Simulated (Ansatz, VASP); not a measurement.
# Two plane-wave programs on Se

```xyz
1
Lattice="2.7862 0.0000 0.0000 0.0000 2.7862 0.0000 0.0000 0.0000 2.7862" Properties=species:S:1:pos:R:3 pbc="T T T"
Se    0.0000    0.0000    0.0000
```

Alike in both runs: functional PBEsol; k mesh 11 × 11 × 11; occupations fermi-dirac, width 0.1 eV; no spin polarisation.

Ansatz relaxed the structure, and its values are those at the end. VASP's run is a single point on that final structure, the one shown.

|  | VASP | Ansatz |
| --- | --- | --- |
| version | VASP 6.6.1 | Ansatz 0.2.0 |
| potentials or method | VASP PAW PBE potentials, release 64 (Se), cutoff 520 eV | plane waves (420 eV) with PAW, scalar-relativistic |
| valence electrons in the cell | 6 | 16 |

VASP gave:

```
pressure (GPa) : 0.1
```

Task: Which values does Ansatz return?

Result: Pressure (GPa): 0.0.

VASP's potentials were made for PBE, not for PBEsol, and Ansatz warns of the same on its side. VASP's potentials hold 6 valence electrons a cell and Ansatz's 16, so a difference there can come from the potentials and not from the codes.
